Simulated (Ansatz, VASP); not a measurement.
## ZrS2: VASP beside Ansatz

```
Zr S
1.0
     3.56417    0.00000    0.00000
    -1.78208    3.08666    0.00000
     0.00000    0.00000    5.68115
Zr S
1 2
Direct
  0.00000 0.00000 0.00000
  0.33333 0.66667 0.26096
  0.66667 0.33333 0.73904
```

Change from the starting cell: hydrostatic strain -3.0%.

Alike in both runs: task single point; functional r2SCAN; k mesh 12 × 12 × 4; occupations fermi-dirac, width 0.02 eV; non-collinear spin, spin-orbit coupling.

|  | VASP | Ansatz |
| --- | --- | --- |
| version | VASP 6.6.1 | Ansatz 0.2.0 |
| potentials or method | VASP PAW PBE potentials, release 64 (Zr_sv, S) | plane waves, PAW |
| plane-wave cutoff (eV) | 550 | 500 |
| valence electrons in the cell | 24 | 24 |

VASP gave:

| Quantity | Value |
| --- | --- |
| pressure (GPa) | 6.1 |
| traceless stress, the component that is largest in VASP (GPa) | -2.53 |
| rms of the force components (eV/Å) | 0.020 |

**Question.** Estimate Ansatz's values.

**Answer.** Pressure (GPa): 6.1; traceless stress, the component that is largest in VASP (GPa): -2.56; rms of the force components (eV/Å): 0.021.

VASP's potentials were made for PBE, not for r2SCAN. Atom by atom the forces differ by 0.001 eV/Å (rms over components).
